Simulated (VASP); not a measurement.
# Mo in VASP: further runs

Runs on Mo. Level: PBE. Tasks: single point.

Program: VASP 6.6.1. These are calculated values, not measurements. Logs are shortened: lines on timing, memory, paths and dates and some standing lists are left out, and cuts for length are marked.

## Step 1: The cell of the first run

Symmetry: Im-3m, No. 229, cubic system. Conventional cell: a = 3.189 Å, b = 3.189 Å, c = 3.189 Å, α = 90.00°, β = 90.00°, γ = 90.00°. Mo (site symmetry m-3m) has 14 Mo at 2.76 to 3.19 Å within 3.6 Å.

## Step 2: Single point, PBE (strain +0.015 along x and y, +0.015 along z)

INCAR

```
SYSTEM = Mo
PREC = Accurate ; ENCUT = 520
EDIFF = 1E-6 ; ISMEAR = 0
SIGMA = 0.15 ; LREAL = .FALSE.
LASPH = .TRUE. ; NELM = 60
ALGO = Normal ; ISIF = 2
LWAVE = .FALSE. ; LCHARG = .FALSE.
GGA = PE ; NBANDS = 13
```

KPOINTS

```
Automatic mesh
0
G
  22 22 22
  0 0 0
```

POSCAR

```
Mo
1.0
   -1.5945650000      1.5945650000      1.5945650000
    1.5945650000     -1.5945650000      1.5945650000
    1.5945650000      1.5945650000     -1.5945650000
Mo
1
Direct
    0.0000000000      0.0000000000      0.0000000000
```

Potentials or basis: VASP PAW PBE potentials, release 64 (Mo_sv).

Started as:

```sh
cat potpaw_PBE.64/Mo_sv/POTCAR > POTCAR
mpirun -np 1 vasp_std > vasp.out
```

OUTCAR:

```text
SYSTEM = Mo
   PREC = Accurate
   ENCUT = 520
   EDIFF = 1E-6
   ISMEAR = 0
   LREAL = .FALSE.
   LASPH = .TRUE.
   NELM = 60
   ISIF = 2
   GGA = PE

 ion  position               nearest neighbor table
   1  0.000  0.000  0.000-

  LATTYP: Found a body centered cubic cell.
 ALAT       =     3.1891300000

  Lattice vectors:

 A1 = (  -1.5945650000,   1.5945650000,   1.5945650000)
 A2 = (   1.5945650000,  -1.5945650000,   1.5945650000)
 A3 = (   1.5945650000,   1.5945650000,  -1.5945650000)

Analysis of symmetry for initial positions (statically):
=====================================================================
 Subroutine PRICEL returns:
 Original cell was already a primitive cell.

 Routine SETGRP: Setting up the symmetry group for a
 body centered cubic supercell.

 Subroutine GETGRP returns: Found 48 space group operations
 (whereof 48 operations were pure point group operations)
 out of a pool of 48 trial point group operations.

The static configuration has the point symmetry O_h .

Analysis of symmetry for dynamics (positions and initial velocities):
=====================================================================
 Subroutine PRICEL returns:
 Original cell was already a primitive cell.

 Routine SETGRP: Setting up the symmetry group for a
 body centered cubic supercell.

 Subroutine GETGRP returns: Found 48 space group operations
 (whereof 48 operations were pure point group operations)
 out of a pool of 48 trial point group operations.

The dynamic configuration has the point symmetry O_h .

 Subroutine INISYM returns: Found 48 space group operations
 (whereof 48 operations are pure point group operations),
 and found     1 'primitive' translations

----------------------------------------------------------------------------------------

                                     Primitive cell

  volume of cell :      16.2176

  direct lattice vectors                    reciprocal lattice vectors
    -1.594565000  1.594565000  1.594565000     0.000000000  0.313565142  0.313565142
     1.594565000 -1.594565000  1.594565000     0.313565142  0.000000000  0.313565142
     1.594565000  1.594565000 -1.594565000     0.313565142  0.313565142  0.000000000

  length of vectors
     2.761867596  2.761867596  2.761867596     0.443448076  0.443448076  0.443448076

  position of ions in fractional coordinates (direct lattice)
     0.000000000  0.000000000  0.000000000

  ion indices of the primitive-cell ions
   primitive index   ion index
                 1           1

----------------------------------------------------------------------------------------

 KPOINTS: Automatic mesh

Automatic generation of k-mesh.
 Grid dimensions read from file:
 generate k-points for:   22   22   22

 Generating k-lattice:

  Cartesian coordinates                     Fractional coordinates (reciprocal lattice)
     0.000000000  0.014252961  0.014252961     0.045454545  0.000000000  0.000000000
     0.014252961  0.000000000  0.014252961     0.000000000  0.045454545  0.000000000
     0.014252961  0.014252961  0.000000000     0.000000000  0.000000000  0.045454545

  Length of vectors
     0.020156731  0.020156731  0.020156731

  Shift w.r.t. Gamma in fractional coordinates (k-lattice)
     0.000000000  0.000000000  0.000000000

 Subroutine IBZKPT returns following result:
 ===========================================

 Found    328 irreducible k-points:

 Following reciprocal coordinates:
            Coordinates               Weight
  0.000000  0.000000  0.000000      1.000000
  0.045455  0.000000  0.000000     12.000000
  0.090909  0.000000  0.000000     12.000000
  0.136364  0.000000  0.000000     12.000000
  0.181818  0.000000  0.000000     12.000000
  0.227273  0.000000  0.000000     12.000000
[... 16 lines left out ...]
  0.090909  0.090909  0.000000     24.000000
  0.136364  0.090909  0.000000     48.000000
 [... further k-points ...]
   k-points           NKPTS =    328   k-points in BZ     NKDIM =    328   number of bands    NBANDS=     13
   number of dos      NEDOS =    301   number of ions     NIONS =      1
   total plane-waves  NPLWV =  13824
   dimension x,y,z NGX =    24 NGY =   24 NGZ =   24
   dimension x,y,z NGXF=    48 NGYF=   48 NGZF=   48
   ions per type =               1
   NGX,Y,Z   is equivalent  to a cutoff of  14.45, 14.45, 14.45 a.u.
   NGXF,Y,Z  is equivalent  to a cutoff of  28.89, 28.89, 28.89 a.u.
 SYSTEM =  Mo
   PREC   = accura    normal or accurate (medium, high low for compatibility)
   ISTART =      0    job   : 0-new  1-cont  2-samecut
   ICHARG =      2    charge: 1-file 2-atom 10-const
   ISPIN  =      1    spin polarized calculation?
   LNONCOLLINEAR =      F non collinear calculations
   LSORBIT =      F    spin-orbit coupling
   LASPH  =      T    aspherical Exc in radial PAW
   ENCUT  =  520.0 eV  38.22 Ry    6.18 a.u.   5.14  5.14  5.14*2*pi/ulx,y,z
   NELM   =     60;   NELMIN=  2; NELMDL= -5     # of ELM steps
   EDIFF  = 0.1E-05   stopping-criterion for ELM
   LREAL  =      F    real-space projection
   EDIFFG = 0.1E-04   stopping-criterion for IOM
   NSW    =      0    number of steps for IOM
   IBRION =     -1    ionic relax: 0-MD 1-quasi-New 2-CG
   NFREE  =      0    steps in history (QN), initial steepest desc. (CG)
   ISIF   =      2    stress and relaxation
   ISYM   =      2    0-nonsym 1-usesym 2-fastsym
   POTIM  = 0.5000    time-step for ionic-motion
   TEBEG  =    0.0;   TEEND  =   0.0 temperature during run
   PSTRESS=    0.0 pullay stress
   NELECT =      14.0000    total number of electrons
   NUPDOWN=      -1.0000    fix difference up-down
   EMIN   =  10.00;   EMAX   =-10.00  energy-range for DOS
   EFERMI =   0.00;   METHOD = LEGACY
   ISMEAR =     0;   SIGMA  =   0.15  broadening in eV -4-tet -1-fermi 0-gaus
   EFERMI_NEDOS =   21; number of points for ismear=-14 and -15
   IALGO  =     38    algorithm
   IMIX   =      4    mixing-type and parameters
     AMIX     =   0.40;   BMIX     =  1.00
     AMIX_MAG =   1.60;   BMIX_MAG =  1.00
  volume/ion in A,a.u.               =      16.22       109.44
  Fermi-wavevector in a.u.,A,eV,Ry     =   1.558794  2.945693 33.059947  2.429838
  Thomas-Fermi vector in A             =   2.662246
   LORBIT       =      0    0 simple, 1 ext, 2 COOP (PROOUT), +10 PAW based schemes
   GGA     = PE    functional components
   LHFCALC =     F    Hartree Fock is set to
   AEXX    =    0.0000 exact exchange contribution
   IVDW    =     0    specifies the selected vdW correction
   LEPSILON=     F    determine dielectric tensor
   LRPA    =     F    only Hartree local field effects (RPA)
 non-spin polarized calculation
 Gauss-broadening in eV      SIGMA  =   0.15
  energy-cutoff  :      520.00
  volume of cell :       16.22
 maximum number of plane-waves:       466
 NGX is ok and might be reduce to    24
   NGX = 11   NGY = 11   NGZ = 11

 number of electron      14.0000000 magnetization

 Free energy of the ion-electron system (eV)
  ---------------------------------------------------
  ext. energy  EPLUGINS =         0.00000000
  ---------------------------------------------------
  free energy    TOTEN  =       -10.93037179 eV

  energy without entropy =      -10.92263171  energy(sigma->0) =      -10.92650175

 E-fermi :  11.9935     XC(G=0): -13.1841

 val. band max:       11.9873090421   @ k =  -0.2727   0.3636   0.1818
 cond. band min:      11.9944167453   @ k =  -0.3182   0.3182   0.1818
 fundamental gap:      0.0071077032
 Fermi energy:        11.9935341794

 k-point     1 :       0.0000    0.0000    0.0000
  band No.  band energies     occupation
      1     -49.2704      2.00000
      2     -22.6165      2.00000
      3     -22.6165      2.00000
      4     -22.6165      2.00000
      5       4.8991      2.00000
      6      10.7141      2.00000
      7      10.7141      2.00000
      8      10.7141      2.00000
      9      13.6051      0.00000
     10      13.6051      0.00000
     11      26.7830      0.00000
     12      26.7830      0.00000
     13      26.7830      0.00000

 k-point     2 :       0.0455    0.0000    0.0000
  band No.  band energies     occupation
      1     -49.2658      2.00000
      2     -22.6434      2.00000
      3     -22.6249      2.00000
      4     -22.6167      2.00000
      5       4.9876      2.00000
      6      10.6648      2.00000
      7      10.7068      2.00000
      8      10.7959      2.00000
      9      13.5313      0.00000
     10      13.6064      0.00000
     11      26.8487      0.00000
     12      26.9311      0.00000
     13      26.9515      0.00000

 k-point     3 :       0.0909    0.0000    0.0000
  band No.  band energies     occupation
      1     -49.2526      2.00000
      2     -22.7215      2.00000
      3     -22.6492      2.00000
      4     -22.6172      2.00000
      5       5.2451      2.00000
      6      10.5244      2.00000
      7      10.6768      2.00000
      8      11.0390      2.00000
      9      13.3495      0.00000
     10      13.6125      0.00000
     11      27.0185      0.00000
     12      27.3670      0.00000
     13      27.3960      0.00000
[... 305 lines left out ...]
 k-point    23 :       0.0909    0.0909    0.0000
  band No.  band energies     occupation
      1     -49.2198      2.00000
      2     -22.9112      2.00000
      3     -22.6856      2.00000
      4     -22.6426      2.00000
      5       5.8779      2.00000
      6      10.2919      2.00000
      7      10.4079      2.00000
      8      11.7393      1.98346
      9      12.9977      0.00000
     10      13.7145      0.00000
     11      27.4657      0.00000
     12      28.0837      0.00000
     13      28.2831      0.00000

 k-point    24 :       0.1364    0.0909    0.0000
  band No.  band energies     occupation
      1     -49.1938      2.00000
      2     -23.0523      2.00000
      3     -22.7314      2.00000
      4     -22.6507      2.00000
      5       6.3606      2.00000
      6      10.0663      2.00000
      7      10.2551      2.00000
      8      12.3192      0.00214
      9      12.8662      0.00000
     10      13.8050      0.00000
     11      27.6017      0.00000
     12      28.2276      0.00000
     13      28.8900      0.00000

 [... further k-points ...]
[... 5 lines left out ...]
  --------------------------------------------------------------------------------------
  -------------------------------------------------------------------------------------
  Total       -0.6144101     -0.6144101     -0.6144101     -0.0000000      0.0000000      0.0000000
  in kB      -60.6990958    -60.6990958    -60.6990958     -0.0000000      0.0000000      0.0000000
  external PRESSURE =     -60.6990958 kB  Pullay stress =       0.0000000 kB

 VOLUME and BASIS-vectors are now :
 -----------------------------------------------------------------------------
  energy-cutoff  :      520.00
  volume of cell :       16.22
      direct lattice vectors                 reciprocal lattice vectors
    -1.594565000  1.594565000  1.594565000     0.000000000  0.313565142  0.313565142
     1.594565000 -1.594565000  1.594565000     0.313565142  0.000000000  0.313565142
     1.594565000  1.594565000 -1.594565000     0.313565142  0.313565142  0.000000000

 POSITION                                       TOTAL-FORCE (eV/Angst)
 -----------------------------------------------------------------------------------
      0.00000      0.00000      0.00000         0.000000      0.000000     -0.000000
 -----------------------------------------------------------------------------------
    total drift:                                0.000000      0.000000     -0.000000

  FREE ENERGIE OF THE ION-ELECTRON SYSTEM (eV)
  ---------------------------------------------------
  free  energy   TOTEN  =       -10.9303717950 eV

  energy  without entropy=      -10.9226317090  energy(sigma->0) =      -10.92650175
```

Run time: 87 s. Hardware: 1 thread of Intel Xeon 8259CL, shared host; peak memory 0.19 GiB.

What came out:

```yaml
Free_energy: -10.9304 eV
Pressure: -6.1 GPa
Band_gap_on_the_k_mesh: zero (bands 7 and 8 overlap by 5.07 eV)
```

Caveat: the cell differs from its parent crystal (strain +0.015 along x and y, +0.015 along z); the cell stands under tension.

## Step 3: Single point, PBE (strain +0.030 along x and y, +0.030 along z)

INCAR

```
PREC = Accurate
ENCUT = 520
EDIFF = 1E-6
ISMEAR = 0
SIGMA = 0.15
LREAL = F
LASPH = T
NELM = 80
ALGO = Normal
ISIF = 2
LWAVE = F
LCHARG = F
GGA = PE
NBANDS = 13
```

KPOINTS

```
Automatic mesh
0
Gamma
  22 22 22
```

POSCAR

```
Mo
1.0
   -1.6181300000      1.6181300000      1.6181300000
    1.6181300000     -1.6181300000      1.6181300000
    1.6181300000      1.6181300000     -1.6181300000
Mo
1
Direct
    0.0000000000      0.0000000000      0.0000000000
```

Potentials or basis: VASP PAW PBE potentials, release 64 (Mo_sv).

Started as:

```sh
cat potpaw_PBE.64/Mo_sv/POTCAR > POTCAR
mpirun -np 1 vasp_std > vasp.out
```

OUTCAR:

```text
PREC = Accurate
   ENCUT = 520
   EDIFF = 1E-6
   ISMEAR = 0
   LREAL = F
   LASPH = T
   NELM = 80
   ISIF = 2
   GGA = PE

 ion  position               nearest neighbor table
   1  0.000  0.000  0.000-

  LATTYP: Found a body centered cubic cell.
 ALAT       =     3.2362600000

  Lattice vectors:

 A1 = (  -1.6181300000,   1.6181300000,   1.6181300000)
 A2 = (   1.6181300000,  -1.6181300000,   1.6181300000)
 A3 = (   1.6181300000,   1.6181300000,  -1.6181300000)

Analysis of symmetry for initial positions (statically):
=====================================================================
 Subroutine PRICEL returns:
 Original cell was already a primitive cell.

 Routine SETGRP: Setting up the symmetry group for a
 body centered cubic supercell.

 Subroutine GETGRP returns: Found 48 space group operations
 (whereof 48 operations were pure point group operations)
 out of a pool of 48 trial point group operations.

The static configuration has the point symmetry O_h .

Analysis of symmetry for dynamics (positions and initial velocities):
=====================================================================
 Subroutine PRICEL returns:
 Original cell was already a primitive cell.

 Routine SETGRP: Setting up the symmetry group for a
 body centered cubic supercell.

 Subroutine GETGRP returns: Found 48 space group operations
 (whereof 48 operations were pure point group operations)
 out of a pool of 48 trial point group operations.

The dynamic configuration has the point symmetry O_h .

 Subroutine INISYM returns: Found 48 space group operations
 (whereof 48 operations are pure point group operations),
 and found     1 'primitive' translations

----------------------------------------------------------------------------------------

                                     Primitive cell

  volume of cell :      16.9473

[... 108 lines left out ...]
  Fermi-wavevector in a.u.,A,eV,Ry     =   1.536093  2.902794 32.104047  2.359581
  Thomas-Fermi vector in A             =   2.642790
   LORBIT       =      0    0 simple, 1 ext, 2 COOP (PROOUT), +10 PAW based schemes
   GGA     = PE    functional components
   LHFCALC =     F    Hartree Fock is set to
   AEXX    =    0.0000 exact exchange contribution
   IVDW    =     0    specifies the selected vdW correction
   LEPSILON=     F    determine dielectric tensor
   LRPA    =     F    only Hartree local field effects (RPA)
 non-spin polarized calculation
 Gauss-broadening in eV      SIGMA  =   0.15
  energy-cutoff  :      520.00
  volume of cell :       16.95
 maximum number of plane-waves:       470
 NGX is ok and might be reduce to    24
   NGX = 11   NGY = 11   NGZ = 11

 number of electron      13.9999998 magnetization

 Free energy of the ion-electron system (eV)
  ---------------------------------------------------
  ext. energy  EPLUGINS =         0.00000000
  ---------------------------------------------------
  free energy    TOTEN  =       -10.88100046 eV

  energy without entropy =      -10.87315485  energy(sigma->0) =      -10.87707766

 E-fermi :  11.3151     XC(G=0): -12.9405

 val. band max:       11.3083296994   @ k =  -0.3636   0.4091   0.2727
 cond. band min:      11.3185866101   @ k =  -0.2727   0.3636   0.1818
 fundamental gap:      0.0102569107
 Fermi energy:        11.3150708765

 k-point     1 :       0.0000    0.0000    0.0000
  band No.  band energies     occupation
      1     -49.9529      2.00000
      2     -23.3825      2.00000
      3     -23.3825      2.00000
      4     -23.3825      2.00000
      5       4.3827      2.00000
      6      10.1144      2.00000
      7      10.1144      2.00000
      8      10.1144      2.00000
      9      12.8500      0.00000
     10      12.8500      0.00000
     11      26.0296      0.00000
     12      26.0296      0.00000
     13      26.0296      0.00000
[... 354 lines left out ...]
  band No.  band energies     occupation
      1     -49.8890      2.00000
      2     -23.7593      2.00000
      3     -23.4823      2.00000
      4     -23.4118      2.00000
      5       5.7886      2.00000
      6       9.5087      2.00000
      7       9.6866      2.00000
      8      11.6225      0.00375
      9      12.1651      0.00000
     10      13.0338      0.00000
     11      26.7214      0.00000
     12      27.2339      0.00000
     13      27.9648      0.00000

 [... further k-points ...]
[... 5 lines left out ...]
  --------------------------------------------------------------------------------------
  -------------------------------------------------------------------------------------
  Total       -1.6245124     -1.6245124     -1.6245124      0.0000000     -0.0000000      0.0000000
  in kB     -153.5795488   -153.5795488   -153.5795488      0.0000000     -0.0000000      0.0000000
  external PRESSURE =    -153.5795488 kB  Pullay stress =       0.0000000 kB

 VOLUME and BASIS-vectors are now :
 -----------------------------------------------------------------------------
  energy-cutoff  :      520.00
  volume of cell :       16.95
      direct lattice vectors                 reciprocal lattice vectors
    -1.618130000  1.618130000  1.618130000     0.000000000  0.308998659  0.308998659
     1.618130000 -1.618130000  1.618130000     0.308998659  0.000000000  0.308998659
     1.618130000  1.618130000 -1.618130000     0.308998659  0.308998659  0.000000000

 POSITION                                       TOTAL-FORCE (eV/Angst)
 -----------------------------------------------------------------------------------
      0.00000      0.00000      0.00000         0.000000     -0.000000      0.000000
 -----------------------------------------------------------------------------------
    total drift:                                0.000000      0.000000      0.000000

  FREE ENERGIE OF THE ION-ELECTRON SYSTEM (eV)
  ---------------------------------------------------
  free  energy   TOTEN  =       -10.8810004622 eV

  energy  without entropy=      -10.8731548531  energy(sigma->0) =      -10.87707766
```

Wall time 89 s (1 thread of Intel Xeon 8259CL, shared host); peak memory 0.19 GiB.

What came out:

```
Free energy            : -10.8810 eV
Pressure               : -15.4 GPa
Band gap on the k mesh : zero (bands 7 and 8 overlap by 4.76 eV)
```

Levels at points of the mesh, in eV from the Fermi level:
```tsv
k point	band 5	band 6	band 7	band 8	band 9	band 10
(0.00, 0.00, 0.00)	-6.93	-1.20	-1.20	-1.20	1.53	1.53
(0.50, 0.00, 0.00)	-4.84	-3.02	1.38	1.52	2.09	4.22
(0.50, 0.50, 0.50)	-4.83	-4.83	3.56	3.56	3.56	8.49
```

Caveat: the cell differs from its parent crystal (strain +0.030 along x and y, +0.030 along z); the cell stands under tension.

(Part 1 of 2 ends here.)
